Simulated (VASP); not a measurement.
A run of VASP 6.6.1:

Contents of POSCAR:

```
AlFe
1.0
    2.9077674890      0.0000000000      0.0000000000
    0.0000000000      2.9077674890      0.0000000000
    0.0000000000      0.0000000000      2.9077674890
Fe Al
1 1
Direct
    0.0000000000      0.0000000000      0.0000000000
    0.5000000000      0.5000000000      0.5000000000
```

INCAR.step1

```
ALGO     = Normal         # electronic algorithm
EDIFF    = 1E-5           # SCF threshold, eV
ENCUT    = 510            # plane-wave cutoff, eV
GGA      = PE             # functional
GGA_COMPAT= F            
ISIF     = 2              # what is computed and relaxed
ISMEAR   = -1             # smearing method
LASPH    = T              # aspherical terms in the spheres
LCHARG   = F              # write CHGCAR
LREAL    = F              # projectors in reciprocal space
LWAVE    = T              # write WAVECAR
NBANDS   = 16             # bands
NELM     = 120            # most SCF steps
PREC     = Accurate       # precision mode
SIGMA    = 0.1            # smearing width, eV
```

File INCAR.step2:

```
ALGO     = Normal         # electronic algorithm
EDIFF    = 1E-6           # SCF threshold, eV
ENCUT    = 510            # plane-wave cutoff, eV
GGA      = PE             # functional
GGA_COMPAT= F            
HFSCREEN = 0.2079         # screening, 1/A
ISIF     = 2              # what is computed and relaxed
ISMEAR   = -1             # smearing method
ISTART   = 1            
LASPH    = T              # aspherical terms in the spheres
LCHARG   = F              # write CHGCAR
LHFCALC  = T              # exact exchange
LREAL    = F              # projectors in reciprocal space
LWAVE    = F              # write WAVECAR
NBANDS   = 16             # bands
NELM     = 120            # most SCF steps
PREC     = Accurate       # precision mode
PRECFOCK = Normal       
SIGMA    = 0.1            # smearing width, eV
```

The input KPOINTS:

```
k-points
0
Gamma
  4 4 4
```

Potentials or basis: VASP PAW PBE potentials, release 64 (Fe_sv, Al).

Command:

```sh
$ cat potpaw_PBE.64/Fe_sv/POTCAR potpaw_PBE.64/Al/POTCAR > POTCAR
$ cp INCAR.step1 INCAR
$ mpirun -np 1 vasp_std > vasp.out
$ cp INCAR.step2 INCAR
$ mpirun -np 1 vasp_std > vasp.out
```

Hardware: 1 thread of AMD EPYC 7R43 64-Core Processor (Zen 3), on a shared host.

How long does it take, and how much memory?

It took 6.6 min on 1 thread of AMD EPYC 7R43 64-Core Processor (Zen 3), with other jobs on the host, peak memory 0.21 GiB. Counts: k points 10.
